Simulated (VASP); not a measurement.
The system is Bi.

```
Bi
1.0
     5.64603    0.00000    0.00000
    -2.82301    4.88960    0.00000
     0.00000    0.00000    3.46101
Bi
3
Cartesian
  0.0000 0.0000 0.0000
  0.0000 3.2597 1.7305
  2.8230 1.6299 1.7305
```

| Item | Value |
| --- | --- |
| Program | VASP 6.6.1 |
| Task | relaxation of cell and atoms |
| Functional | LDA |
| Potentials or basis | VASP PAW LDA potentials, release 64 (Bi_d) |
| Cutoff | 600 eV |
| k mesh | 7 × 7 × 9 |
| Occupations | fermi-dirac, width 0.1 eV |
| Spin | no spin polarisation |

At the start: pressure -3.6 GPa; volume 31.85 Å³/atom.

Task: How do energy, volume and symmetry change on relaxing?

Result: Over 9 steps the energy falls by 31.2 meV/atom and the volume is 29.74 Å³/atom (-6.6 %); space group P6/mmm (No. 191, to 0.05 Å).

Step by step:
```
step  energy change (eV)  largest force (eV/Å)  pressure (GPa)  volume (Å³)
   1              0.0000                0.0000           -3.63        95.55
   2             -0.0634                0.0000            2.57        85.89
   3             -0.0850                0.0000            0.17        88.91
   4             -0.0916                0.0000            0.16        88.95
   5             -0.0936                0.0000            0.18        88.98
   6             -0.0936                0.0000            0.18        88.98
   7             -0.0936                0.0000            0.18        88.98
   8             -0.0936                0.0000           -0.14        89.45
   9             -0.0937                0.0000            0.00        89.23
```

Final structure:
```
Bi
1.0
     5.58805    0.00000    0.00000
    -2.79403    4.83939    0.00000
     0.00000    0.00000    3.29969
Bi
3
Cartesian
  0.0000 0.0000 0.0000
  0.0000 3.2263 1.6498
  2.7940 1.6131 1.6498
```
